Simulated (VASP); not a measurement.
Wanted: the native input for a VASP 6.6.1 run.

* Task: single point
* Functional: LDA
* Potentials or basis: VASP PAW LDA potentials, release 64 (Cu)
* Cutoff: 520 eV
* k mesh: 10 × 10 × 3
* Occupations: fermi-dirac, width 0.1 eV
* Spin: no spin polarisation
* Dipole correction: no
* Further INCAR settings: ALGO = Normal; EDIFF = 1e-07; NBANDS = 30

The structure of Cu lies in POSCAR:

```
Cu
1.0
    2.5307640000      0.0000000000      0.0000000000
   -1.2653820000      2.1917060000      0.0000000000
    0.0000000000      0.0000000000      8.2618150000
Cu
4
Direct
    0.0000000000      0.0000000000      0.0000000000
    0.3333333333      0.6666666667      0.2500000000
    0.0000000000      0.0000000000      0.5000000000
    0.6666666667      0.3333333333      0.7500000000
```

The input as run:

INCAR

```
SYSTEM = Cu
PREC = Accurate ; ENCUT = 520
EDIFF = 1E-7 ; ISMEAR = -1
SIGMA = 0.1 ; LREAL = .FALSE.
LASPH = .TRUE. ; NELM = 80
ALGO = Normal ; ISIF = 2
LWAVE = .FALSE. ; LCHARG = .FALSE.
NBANDS = 30
```

KPOINTS

```
Automatic mesh
0
G
  10 10 3
  0 0 0
```

Potentials or basis: VASP PAW LDA potentials, release 64 (Cu).

Command:

```sh
$ cat potpaw_LDA.64/Cu/POTCAR > POTCAR
$ mpirun -np 1 vasp_std > vasp.out
```

Results of the run:

```yaml
Pressure: -7.3 GPa
Band_gap_on_the_k_mesh: zero (band 22 reaches 10.81 eV, above the bottom of band 23 at 5.93 eV)
```

It took 30 s on 1 thread of AMD EPYC 7R43 64-Core Processor (Zen 3), with other jobs on the host, peak memory 0.12 GiB.
